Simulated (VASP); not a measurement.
A run of VASP 6.6.1:

The input INCAR:

```
ALGO     = Normal         # electronic algorithm
DIPOL    = 0.5 0.5 0.326
EDIFF    = 1E-6           # SCF threshold, eV
ENCUT    = 520            # plane-wave cutoff, eV
GGA      = PE             # functional
IDIPOL   = 3            
ISIF     = 2              # what is computed and relaxed
ISMEAR   = 0              # smearing method
ISPIN    = 2              # spin polarisation
IVDW     = 12             # dispersion correction
LASPH    = True           # aspherical terms in the spheres
LCHARG   = False          # write CHGCAR
LDIPOL   = True         
LORBIT   = 11             # projections on sites
LREAL    = False          # projectors in reciprocal space
LWAVE    = False          # write WAVECAR
MAGMOM   = 0 0 0 0 1      # initial moments
NBANDS   = 24             # bands
NELM     = 150            # most SCF steps
PREC     = Accurate       # precision mode
SIGMA    = 0.05           # smearing width, eV
```

KPOINTS

```
k-points
0
Gamma
  9 9 1
```

Contents of POSCAR:

```
Si4F
1.0
    3.8333442603      0.0000000000      0.0000000000
   -1.9166721302      3.3197735109      0.0000000000
    0.0000000000      0.0000000000     20.9083834853
Si F
4 1
Direct
    0.3333333333      0.6666666667      0.1913108205
    0.0000000000      0.0000000000      0.2287349533
    0.0000000000      0.0000000000      0.3468742271
    0.6666666667      0.3333333333      0.3782398334
    1.1666666667      0.6666666667      0.4834607846
```

Potentials or basis: VASP PAW PBE potentials, release 64 (Si, F).

Launch:

```sh
$ cat potpaw_PBE.64/Si/POTCAR potpaw_PBE.64/F/POTCAR > POTCAR
$ mpirun -np 1 vasp_std > vasp.out
```

Hardware: 1 thread of Intel Xeon 8259CL (shared host).

**Question.** Estimate the wall time of this run.

**Answer.** Run time: 41 min on 1 thread of Intel Xeon 8259CL, on a shared host, peak memory 0.72 GiB. Counts: scf iterations 34, k points 41.
